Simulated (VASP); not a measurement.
Runs of VASP 6.6.1 on Ag. The structure is that of space group R-3m (No. 166), or close to it. The cells are those of the table. 

| task | level | cell | k mesh | smearing | gap on the mesh (eV) | pressure (GPa) | largest force (eV/Å) |
| --- | --- | --- | --- | --- | --- | --- | --- |
| single point | PBE | a = 7.403 Å, angles 23.0°, 3 atoms | 3 × 3 × 3 | methfessel-paxton 0.12 eV | none | -3.7 | 0.07 |
| single point | BLYP | a = 7.403 Å, angles 23.0°, 3 atoms | 6 × 6 × 6 | gaussian 0.1 eV | none | 6.6 | 0.01 |
| single point | PBE | a = 7.105 Å, angles 23.0°, 3 atoms | 6 × 6 × 6 | gaussian 0.1 eV | none | 14.7 | - |
| single point | PBE+D3(BJ) | a = 7.403 Å, angles 23.0°, 3 atoms | 2 × 2 × 2 | gaussian 0.1 eV | none | (a) | (b) |
| single point | PBE | a = 7.403 Å, angles 23.0°, 3 atoms | 6 × 6 × 6 | gaussian 0.1 eV | none | -0.2 | 0.01 |

Alike in all rows: potentials or basis VASP PAW PBE potentials, release 64 (Ag); no spin polarisation; cutoff (eV) 520.

Q: Estimate the missing entries.

A: (a) 0.8; (b) 0.22.

Caveats: all runs use coarse meshes; the PAW data sets were made with another functional, which shifts forces and pressure a little (some runs); pairwise dispersion overbinds metals, which lowers pressure and volume (some runs).

A k mesh can miss the band edges, and the runs leave out spin-orbit coupling on Ag.

A gap of «none» marks levels without a gap at the run's occupations.
